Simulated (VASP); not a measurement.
# Na (Fm-3m) in VASP: a series of runs

Runs on Na. Level: PBEsol. Tasks: relaxation of cell and atoms.

Program: VASP 6.6.1. These are calculated values, not measurements. Logs are shortened: lines on timing, memory, paths and dates and some standing lists are left out, and cuts for length are marked.

### 1 The cell of the first run

Symmetry: Fm-3m, No. 225, cubic system. Conventional cell: a = 3.206 Å, b = 3.206 Å, c = 3.206 Å, α = 90.00°, β = 90.00°, γ = 90.00°. Within 3.0 Å of Na (site symmetry m-3m) lie 12 Na at 2.27 Å.

This isn't the form of Na at room conditions, which is bcc.

### 2 Relaxation of cell and atoms, PBEsol, target pressure 200 GPa, at which the enthalpy is minimised

The input, INCAR:

```
ALGO     = Normal         # electronic algorithm
EDIFF    = 1E-7           # SCF threshold, eV
EDIFFG   = -0.002         # ionic threshold
ENCUT    = 500            # plane-wave cutoff, eV
GGA      = PS             # functional
GGA_COMPAT= F            
IBRION   = 2              # ionic algorithm
ISIF     = 3              # what is computed and relaxed
ISMEAR   = 0              # smearing method
LASPH    = T              # aspherical terms in the spheres
LCHARG   = F              # write CHGCAR
LREAL    = F              # projectors in reciprocal space
LWAVE    = F              # write WAVECAR
NELM     = 120            # most SCF steps
NELMIN   = 4            
NSW      = 100            # ionic steps
PREC     = Accurate       # precision mode
PSTRESS  = 2000.0       
SIGMA    = 0.1            # smearing width, eV
```

The input, KPOINTS:

```
k-points
0
Gamma
  22 22 22
```

The input, POSCAR:

```
Na
1.0
    0.0000000000      1.6030569362      1.6030569362
    1.6030569362      0.0000000000      1.6030569362
    1.6030569362      1.6030569362      0.0000000000
Na
1
Direct
    0.0000000000      0.0000000000      0.0000000000
```

Potentials or basis: VASP PAW PBE potentials, release 64 (Na_pv).

Started as:

```console
$ cat potpaw_PBE.64/Na_pv/POTCAR > POTCAR
$ mpirun -np 1 vasp_std > vasp.out
```

OUTCAR:

```text
EDIFF = 1E-7
   EDIFFG = -0.002
   ENCUT = 500
   GGA = PS
   IBRION = 2
   ISIF = 3
   ISMEAR = 0
   LASPH = T
   LREAL = F
   NELM = 120
   NELMIN = 4
   NSW = 100
   PREC = Accurate
   PSTRESS = 2000.0

 ion  position               nearest neighbor table
   1  0.000  0.000  0.000-

  LATTYP: Found a face centered cubic cell.
 ALAT       =     3.2061138724

  Lattice vectors:

 A1 = (   0.0000000000,   1.6030569362,   1.6030569362)
 A2 = (   1.6030569362,   0.0000000000,   1.6030569362)
 A3 = (   1.6030569362,   1.6030569362,   0.0000000000)

Analysis of symmetry for initial positions (statically):
=====================================================================
 Subroutine PRICEL returns:
 Original cell was already a primitive cell.

 Routine SETGRP: Setting up the symmetry group for a
 face centered cubic supercell.

 Subroutine GETGRP returns: Found 48 space group operations
 (whereof 48 operations were pure point group operations)
 out of a pool of 48 trial point group operations.

The static configuration has the point symmetry O_h .

Analysis of symmetry for dynamics (positions and initial velocities):
=====================================================================
 Subroutine PRICEL returns:
 Original cell was already a primitive cell.

 Routine SETGRP: Setting up the symmetry group for a
 face centered cubic supercell.

 Subroutine GETGRP returns: Found 48 space group operations
 (whereof 48 operations were pure point group operations)
 out of a pool of 48 trial point group operations.

The dynamic configuration has the point symmetry O_h .

 Subroutine INISYM returns: Found 48 space group operations
 (whereof 48 operations are pure point group operations),
 and found     1 'primitive' translations

----------------------------------------------------------------------------------------

                                     Primitive cell

  volume of cell :       8.2390

  direct lattice vectors                    reciprocal lattice vectors
     0.000000000  1.603056936  1.603056936    -0.311904081  0.311904081  0.311904081
     1.603056936  0.000000000  1.603056936     0.311904081 -0.311904081  0.311904081
     1.603056936  1.603056936  0.000000000     0.311904081  0.311904081 -0.311904081

  length of vectors
     2.267064860  2.267064860  2.267064860     0.540233715  0.540233715  0.540233715

  position of ions in fractional coordinates (direct lattice)
     0.000000000  0.000000000  0.000000000

  ion indices of the primitive-cell ions
   primitive index   ion index
                 1           1

----------------------------------------------------------------------------------------

 KPOINTS: k-points

Automatic generation of k-mesh.
 Grid dimensions read from file:
 generate k-points for:   22   22   22

 Generating k-lattice:

  Cartesian coordinates                     Fractional coordinates (reciprocal lattice)
    -0.014177458  0.014177458  0.014177458     0.045454545  0.000000000  0.000000000
     0.014177458 -0.014177458  0.014177458     0.000000000  0.045454545  0.000000000
     0.014177458  0.014177458 -0.014177458     0.000000000  0.000000000  0.045454545

  Length of vectors
     0.024556078  0.024556078  0.024556078

  Shift w.r.t. Gamma in fractional coordinates (k-lattice)
     0.000000000  0.000000000  0.000000000

 Subroutine IBZKPT returns following result:
 ===========================================

 Found    328 irreducible k-points:

 Following reciprocal coordinates:
            Coordinates               Weight
  0.000000  0.000000  0.000000      1.000000
  0.045455  0.000000  0.000000      8.000000
  0.090909  0.000000  0.000000      8.000000
  0.136364  0.000000  0.000000      8.000000
  0.181818  0.000000  0.000000      8.000000
  0.227273  0.000000  0.000000      8.000000
[... 16 lines left out ...]
  0.500000  0.045455  0.000000     24.000000
 -0.454545  0.045455  0.000000     24.000000
 [... further k-points ...]
   k-points           NKPTS =    328   k-points in BZ     NKDIM =    328   number of bands    NBANDS=      7
   number of dos      NEDOS =    301   number of ions     NIONS =      1
   total plane-waves  NPLWV =   5832
   dimension x,y,z NGX =    18 NGY =   18 NGZ =   18
   dimension x,y,z NGXF=    36 NGYF=   36 NGZF=   36
   ions per type =               1
   NGX,Y,Z   is equivalent  to a cutoff of  13.20, 13.20, 13.20 a.u.
   NGXF,Y,Z  is equivalent  to a cutoff of  26.40, 26.40, 26.40 a.u.
 SYSTEM =  unknown system
   PREC   = accura    normal or accurate (medium, high low for compatibility)
   ISTART =      0    job   : 0-new  1-cont  2-samecut
   ICHARG =      2    charge: 1-file 2-atom 10-const
   ISPIN  =      1    spin polarized calculation?
   LNONCOLLINEAR =      F non collinear calculations
   LSORBIT =      F    spin-orbit coupling
   LASPH  =      T    aspherical Exc in radial PAW
   ENCUT  =  500.0 eV  36.75 Ry    6.06 a.u.   4.13  4.13  4.13*2*pi/ulx,y,z
   NELM   =    120;   NELMIN=  4; NELMDL= -5     # of ELM steps
   EDIFF  = 0.1E-06   stopping-criterion for ELM
   LREAL  =      F    real-space projection
   EDIFFG = -.2E-02   stopping-criterion for IOM
   NSW    =    100    number of steps for IOM
   IBRION =      2    ionic relax: 0-MD 1-quasi-New 2-CG
   NFREE  =      1    steps in history (QN), initial steepest desc. (CG)
   ISIF   =      3    stress and relaxation
   ISYM   =      2    0-nonsym 1-usesym 2-fastsym
   POTIM  = 0.5000    time-step for ionic-motion
   TEBEG  =    0.0;   TEEND  =   0.0 temperature during run
   PSTRESS= 2000.0 pullay stress
   NELECT =       7.0000    total number of electrons
   NUPDOWN=      -1.0000    fix difference up-down
   EMIN   =  10.00;   EMAX   =-10.00  energy-range for DOS
   EFERMI =   0.00;   METHOD = LEGACY
   ISMEAR =     0;   SIGMA  =   0.10  broadening in eV -4-tet -1-fermi 0-gaus
   EFERMI_NEDOS =   21; number of points for ismear=-14 and -15
   IALGO  =     38    algorithm
   IMIX   =      4    mixing-type and parameters
     AMIX     =   0.40;   BMIX     =  1.00
     AMIX_MAG =   1.60;   BMIX_MAG =  1.00
  volume/ion in A,a.u.               =       8.24        55.60
  Fermi-wavevector in a.u.,A,eV,Ry     =   1.550536  2.930088 32.710615  2.404162
  Thomas-Fermi vector in A             =   2.655185
   LORBIT       =      0    0 simple, 1 ext, 2 COOP (PROOUT), +10 PAW based schemes
   GGA     = PS    functional components
   LHFCALC =     F    Hartree Fock is set to
   AEXX    =    0.0000 exact exchange contribution
   IVDW    =     0    specifies the selected vdW correction
   LEPSILON=     F    determine dielectric tensor
   LRPA    =     F    only Hartree local field effects (RPA)
 conjugate gradient relaxation of ions
 non-spin polarized calculation
 Gauss-broadening in eV      SIGMA  =   0.10
  energy-cutoff  :      500.00
  volume of cell :        8.24
 maximum number of plane-waves:       222
 NGX is ok and might be reduce to    18
   NGX =  9   NGY =  9   NGZ =  9

--------------------------------------- Ionic step        1  -------------------------------------------

 number of electron       6.9999998 magnetization

 Free energy of the ion-electron system (eV)
  ---------------------------------------------------
  ext. energy  EPLUGINS =         0.00000000
  ---------------------------------------------------
  free energy    TOTEN  =         3.61120869 eV

  energy without entropy =        3.61250989  energy(sigma->0) =        3.61185929

------------------------ aborting loop because EDIFF is reached ----------------------------------------

  FORCE on cell =-STRESS in cart. coord.  units (eV):
  Direction    XX          YY          ZZ          XY          YZ          ZX
  --------------------------------------------------------------------------------------
  -------------------------------------------------------------------------------------
  Total       10.3630174     10.3630174     10.3630174      0.0000000     -0.0000000      0.0000000
  in kB     2015.2084252   2015.2084252   2015.2084252      0.0000000     -0.0000000      0.0000000
  external PRESSURE =      15.2084252 kB  Pullay stress =    2000.0000000 kB
[... 96 lines left out ...]
  enthalpy is  TOTEN    =        13.8959101441 eV   P V=       10.3147726537

--------------------------------------- Ionic step        4  -------------------------------------------

 number of electron       6.9999998 magnetization

 Free energy of the ion-electron system (eV)
  ---------------------------------------------------
  ext. energy  EPLUGINS =         0.00000000
  ---------------------------------------------------
  free energy    TOTEN  =         3.58224382 eV

  energy without entropy =        3.58354862  energy(sigma->0) =        3.58289622

 E-fermi :  11.6982     XC(G=0): -12.4089

 val. band max:       11.6482716377   @ k =  -0.3182   0.2273   0.0000
 cond. band min:      11.6992361877   @ k =  -0.4091   0.0909   0.0000
 fundamental gap:      0.0509645500
 Fermi energy:        11.6981786988

 k-point     1 :       0.0000    0.0000    0.0000
  band No.  band energies     occupation
      1     -15.6486      2.00000
      2     -15.6486      2.00000
      3     -15.6486      2.00000
      4       3.4876      2.00000
      5      33.8825      0.00000
      6      33.8825      0.00000
      7      33.8825      0.00000
[... 221 lines left out ...]
 k-point    24 :      -0.4545    0.0455    0.0000
  band No.  band energies     occupation
      1     -18.1522      2.00000
      2     -15.9328      2.00000
      3     -15.8933      2.00000
      4      12.3965      0.00000
      5      14.5134      0.00000
      6      30.1286      0.00000
      7      31.3817      0.00000

 [... further k-points ...]
[... 5 lines left out ...]
  --------------------------------------------------------------------------------------
  -------------------------------------------------------------------------------------
  Total       10.3137128     10.3137128     10.3137128      0.0000000      0.0000000     -0.0000000
  in kB     2000.0090623   2000.0090623   2000.0090623      0.0000000      0.0000000     -0.0000000
  external PRESSURE =       0.0090623 kB  Pullay stress =    2000.0000000 kB
[... 16 lines left out ...]
  FREE ENERGIE OF THE ION-ELECTRON SYSTEM (eV)
  ---------------------------------------------------
  free  energy   TOTEN  =         3.5822438155 eV

  energy  without entropy=        3.5835486175  energy(sigma->0) =        3.58289622

  enthalpy is  TOTEN    =        13.8959098719 eV   P V=       10.3136660564

 reached required accuracy - stopping structural energy minimisation
```

Run time: 84 s. Hardware: 1 thread of Intel Xeon 8259CL, shared host; peak memory 0.13 GiB.

Results:

```yaml
Free_energy: 3.5822 eV
Relaxed_volume: 8.26 Å³/atom
Relaxed_cell: a = 2.269 Å, b = 2.269 Å, c = 2.269 Å, α = 60.00°, β = 60.00°, γ = 60.00°
Space_group_after_relaxing_to_0.1_Å: Fm-3m (No. 225)
Energy_change_on_relaxing_the_run_minimises_the_enthalpy: -29.0 meV/atom
Ionic_steps: 4
Pressure_after_relaxing: 200.0 GPa
Band_gap_on_the_k_mesh: zero (an odd number of electrons rules out a gap without spin polarisation)
```

Step by step:
| step | energy change (eV) | largest force (eV/Å) | pressure (GPa) | volume (Å³) |
| --- | --- | --- | --- | --- |
| 1 | 0.0000 | 0.0000 | 201.52 | 8.24 |
| 2 | -0.1160 | 0.0000 | 195.25 | 8.33 |
| 3 | -0.0301 | 0.0000 | 199.94 | 8.26 |
| 4 | -0.0290 | 0.0000 | 200.00 | 8.26 |

Final structure:
```
Na
1.0
     0.00000    1.60455    1.60455
     1.60455    0.00000    1.60455
     1.60455    1.60455    0.00000
Na
1
Direct
  0.00000 0.00000 0.00000
```

Caveat: the cell is relaxed towards a set pressure, so the run minimises the enthalpy, not the energy; the PAW data sets were made with another functional, which shifts forces and pressure a little.

### 3 Relaxation of cell and atoms, PBEsol, target pressure 200 GPa, at which the enthalpy is minimised

The input, INCAR:

```
SYSTEM = Na
PREC     = Accurate       ! precision mode
ENCUT    = 500            ! plane-wave cutoff, eV
EDIFF    = 1E-7           ! SCF threshold, eV
ISMEAR   = 0              ! smearing method
SIGMA    = 0.1            ! smearing width, eV
LREAL    = .FALSE.        ! projectors in reciprocal space
LASPH    = .TRUE.         ! aspherical terms in the spheres
NELM     = 120            ! most SCF steps
ALGO     = Normal         ! electronic algorithm
ISIF     = 3              ! what is computed and relaxed
LWAVE    = .FALSE.        ! write WAVECAR
LCHARG   = .FALSE.        ! write CHGCAR
GGA      = PS             ! functional
IBRION   = 2              ! ionic algorithm
NSW      = 70             ! ionic steps
EDIFFG   = -0.004         ! ionic threshold
PSTRESS  = 2000.0       
GGA_COMPAT= .FALSE.      
NELMIN   = 4
```

The input, KPOINTS:

```
regular mesh
0
G
  22 22 22
  0 0 0
```

The input, POSCAR:

```
Na
1.0
    0.0000000000      1.6029829885      1.6029829885
    1.6029829885      0.0000000000      1.6029829885
    1.6029829885      1.6029829885      0.0000000000
Na
1
Direct
    0.0000000000      0.0000000000      0.0000000000
```

Potentials or basis: VASP PAW PBE potentials, release 64 (Na_pv).

Started as:

```console
$ cat potpaw_PBE.64/Na_pv/POTCAR > POTCAR
$ mpirun -np 1 vasp_std > vasp.out
```

Wall time 72 s (1 thread of Intel Xeon 8259CL, shared host); peak memory 0.13 GiB.

It converged, with:

* Free energy: 3.5811 eV
* Relaxed volume: 8.26 Å³/atom
* Relaxed cell: a = 2.269 Å, b = 2.269 Å, c = 2.269 Å, α = 60.00°, β = 60.00°, γ = 60.00°
* Space group after relaxing (to 0.1 Å): Fm-3m (No. 225)
* Energy change on relaxing (the run minimises the enthalpy): -31.6 meV/atom
* Ionic steps: 3
* Pressure after relaxing: 199.9 GPa
* Band gap on the k mesh: zero (an odd number of electrons rules out a gap without spin polarisation)

The path:
```csv
step,energy change (eV),largest force (eV/Å),pressure (GPa),volume (Å³)
1,0.0000,0.0000,201.60,8.24
2,-0.1216,0.0000,195.02,8.34
3,-0.0316,0.0000,199.94,8.26
```

Final structure:
```
Na
1.0
     0.00000    1.60462    1.60462
     1.60462    0.00000    1.60462
     1.60462    1.60462    0.00000
Na
1
Direct
  0.00000 0.00000 0.00000
```

Levels at points of the mesh, in eV from the Fermi level:
| k point | band 1 | band 2 | band 3 | band 4 | band 5 | band 6 | band 7 |
| --- | --- | --- | --- | --- | --- | --- | --- |
| (0.00, 0.00, 0.00) | -27.35 | -27.35 | -27.35 | -8.21 | 22.18 | 22.18 | 22.18 |
| (0.50, 0.00, 0.00) | -29.89 | -27.59 | -27.59 | 1.27 | 2.09 | 19.61 | 19.61 |
| (0.50, 0.50, 0.00) | -29.60 | -28.10 | -28.10 | 2.00 | 5.20 | 9.25 | 19.11 |

Caveat: the cell is relaxed towards a set pressure, so the run minimises the enthalpy, not the energy; the PAW data sets were made with another functional, which shifts forces and pressure a little.

(Continued in part 2 of 2.)

The gap in the log of VASP goes by the Fermi energy; the results here count the filled bands.